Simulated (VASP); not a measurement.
A run of VASP 6.6.1 is set up as follows.

File INCAR:

```
SYSTEM = TaN
  PREC = Accurate
  ENCUT = 520
  EDIFF = 1E-6
  ISMEAR = -1
  SIGMA = 0.05
  LREAL = .FALSE.
  LASPH = .TRUE.
  NELM = 80
  ALGO = Normal
  ISIF = 2
  LWAVE = .FALSE.
  LCHARG = .FALSE.
  GGA = PS
  NBANDS = 15
```

KPOINTS

```
Automatic mesh
0
G
  10 10 9
  0 0 0
```

The input POSCAR:

```
TaN
1.0
    2.9574575207      0.0000000000      0.0000000000
   -1.4787287603      2.5612333435      0.0000000000
    0.0000000000      0.0000000000      2.9020932717
Ta N
1 1
Direct
    0.0000000000      0.0000000000      0.5000000000
    0.6666666667      0.3333333333      0.0000000000
```

Potentials or basis: VASP PAW PBE potentials, release 64 (Ta_pv, N).

Launch:

```sh
$ cat potpaw_PBE.64/Ta_pv/POTCAR potpaw_PBE.64/N/POTCAR > POTCAR
$ mpirun -np 1 vasp_std > vasp.out
```

Task: Predict the band gap on the k mesh.

Result: Zero (band 8 reaches 8.09 eV, above the bottom of band 9 at 7.81 eV).

Task: What does it give for the pressure?

Result: -10.7 GPa.

Stress tensor (GPa, compression positive):
```
-10.36   0.00   0.00
  0.00 -10.36   0.00
  0.00   0.00 -11.27
```

Caveat: the PAW data sets were made with another functional, which shifts forces and pressure a little; spin-orbit coupling is left out, which moves the levels of the heavy elements.
